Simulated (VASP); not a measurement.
## C: single point with PBE

Crystal: C.

```xyz
8
Lattice="2.3921 0.0000 0.0000 -1.1961 2.0716 0.0000 0.0000 0.0000 8.5122" Properties=species:S:1:pos:R:3 pbc="T T T"
C     0.0000    0.0000    0.7914
C     0.0000    0.0000    5.0475
C     0.0000    0.0000    3.4647
C     0.0000    0.0000    7.7208
C     0.0000    1.3811    1.3239
C     1.1961    0.6905    5.5800
C     0.0000    1.3811    2.9322
C     1.1961    0.6905    7.1883
```

This cell differs from its parent crystal: strain -0.050 along x and y, +0.025 along z.

```
Program                : VASP 6.6.1
Task                   : single point
Functional             : PBE
Potentials or basis    : VASP PAW PBE potentials, release 64 (C)
Cutoff                 : 520 eV
k mesh                 : 12 × 12 × 4
Occupations            : gaussian, width 0.05 eV
Spin                   : no spin polarisation
Dipole correction      : no
Further INCAR settings : ALGO = Normal; EDIFF = 1e-07; NBANDS = 26
```

- Pressure: 43.5 GPa
- Largest force: 0.323 eV/Å
- Band gap on the k mesh: 3.54 eV, direct

Forces in eV/Å, atoms in the order of the input:
```
C    0.000  0.000 -0.214
C    0.000  0.000 -0.214
C    0.000  0.000  0.214
C    0.000  0.000  0.214
C    0.000  0.000  0.323
C    0.000  0.000  0.323
C    0.000  0.000 -0.323
C    0.000  0.000 -0.323
```

Stress tensor (GPa, compression positive):
```
 78.18   0.00   0.00
  0.00  78.18   0.00
  0.00   0.00 -25.95
```

Levels at points of the mesh, in eV from the valence-band top:
| k point | band 12 | band 13 | band 14 | band 15 | band 16 | band 17 | band 18 | band 19 | band 20 | band 21 |
| --- | --- | --- | --- | --- | --- | --- | --- | --- | --- | --- |
| (0.00, 0.00, 0.00) | -1.39 | -1.39 | -0.53 | 0.00 | 0.00 | 3.54 | 6.31 | 6.31 | 7.89 | 7.89 |
| (0.50, 0.00, 0.00) | -5.39 | -5.18 | -5.09 | -4.15 | -3.50 | 4.62 | 5.61 | 5.83 | 6.72 | 6.99 |
| (0.00, 0.00, 0.50) | -2.16 | -0.49 | -0.49 | -0.49 | -0.49 | 6.23 | 6.23 | 6.93 | 6.93 | 6.93 |
| (0.50, 0.00, 0.50) | -6.01 | -5.15 | -5.15 | -4.05 | -4.05 | 5.95 | 5.95 | 6.25 | 6.25 | 7.28 |

Run time: 30 s on 1 thread of AMD EPYC 9R45 (Zen 5), with other jobs on the host, peak memory 0.13 GiB.

Caveat: the cell differs from its parent crystal (strain -0.050 along x and y, +0.025 along z). A k mesh can miss the band edges.
